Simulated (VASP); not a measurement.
A run of VASP 6.6.1:

INCAR

```
PREC = Accurate
ENCUT = 520
EDIFF = 1E-6
ISMEAR = 0
SIGMA = 0.02
LREAL = F
LASPH = T
NELM = 80
ALGO = Normal
ISIF = 2
LWAVE = F
LCHARG = F
GGA = PE
NBANDS = 11
```

Contents of KPOINTS:

```
regular mesh
0
Gamma
  8 8 8
```

POSCAR

```
MgS
1.0
    0.0000000000      2.6661423961      2.6661423961
    2.6661423961      0.0000000000      2.6661423961
    2.6661423961      2.6661423961      0.0000000000
Mg S
1 1
Direct
    0.0000000000      0.0000000000      0.0000000000
    0.5000000000      0.5000000000      0.5000000000
```

Potentials or basis: VASP PAW PBE potentials, release 64 (Mg, S).

Launch:

```bash
$ cat potpaw_PBE.64/Mg/POTCAR potpaw_PBE.64/S/POTCAR > POTCAR
$ mpirun -np 1 vasp_std > vasp.out
```

Hardware: 1 thread of Intel(R) Xeon(R) 6975P-C (Granite Rapids), on a shared host.

How long does it take, and how much memory?

It took 5 s on 1 thread of Intel(R) Xeon(R) 6975P-C (Granite Rapids), with other jobs on the host, peak memory 0.16 GiB. Counts: scf iterations 12, k points 29.
